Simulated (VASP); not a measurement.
Here is a VASP 6.6.1 calculation.

INCAR

```
PREC = Accurate
ENCUT = 520
EDIFF = 1E-7
ISMEAR = 0
SIGMA = 0.05
LREAL = F
LASPH = T
NELM = 100
ALGO = Normal
ISIF = 2
LWAVE = F
LCHARG = F
GGA = PE
NBANDS = 44
```

KPOINTS

```
regular mesh
0
Gamma
  4 4 4
```

Contents of POSCAR:

```
CO2
1.0
    6.0577362522      0.0000000000      0.0000000000
    0.0000000000      6.0577362522      0.0000000000
    0.0000000000      0.0000000000      6.1183136147
C O
4 8
Direct
    0.0000000000      0.0000000000      0.0000000000
    0.5000000000      0.0000000000      0.5000000000
    0.5000000000      0.5000000000      0.0000000000
    0.0000000000      0.5000000000      0.5000000000
    0.1114834447      0.1114834447      0.1114834447
    0.3885165553      0.8885165553      0.6114834447
    0.6114834447      0.3885165553      0.8885165553
    0.8885165553      0.6114834447      0.3885165553
    0.8885165553      0.8885165553      0.8885165553
    0.6114834447      0.1114834447      0.3885165553
    0.3885165553      0.6114834447      0.1114834447
    0.1114834447      0.3885165553      0.6114834447
```

Potentials or basis: VASP PAW PBE potentials, release 64 (C, O).

Command:

```sh
$ cat potpaw_PBE.64/C/POTCAR potpaw_PBE.64/O/POTCAR > POTCAR
$ mpirun -np 1 vasp_std > vasp.out
```

Question: Estimate the band gap on the k mesh.

Answer: 6.58 eV.

Question: Estimate the pressure.

Answer: 0.3 GPa.

Question: What does it give for the largest force?

Answer: 0.230 eV/Å.

Forces in eV/Å, atoms in the order of the input:
```
C    0.000  0.000  0.000
C    0.000  0.000  0.000
C    0.000  0.000  0.000
C    0.000  0.000  0.000
O    0.132  0.133  0.133
O   -0.132 -0.133  0.133
O    0.132 -0.133 -0.133
O   -0.132  0.133 -0.133
O   -0.132 -0.133 -0.133
O    0.132  0.133 -0.133
O   -0.132  0.133  0.133
O    0.132 -0.133  0.133
```

Caveat: the cell differs from its parent crystal (engineering shear strain xz +0.0000, normal strain along z +0.0100); this functional lacks dispersion, which holds the molecules together, so the pressure and a relaxed volume are unreliable. A k mesh can miss the band edges.
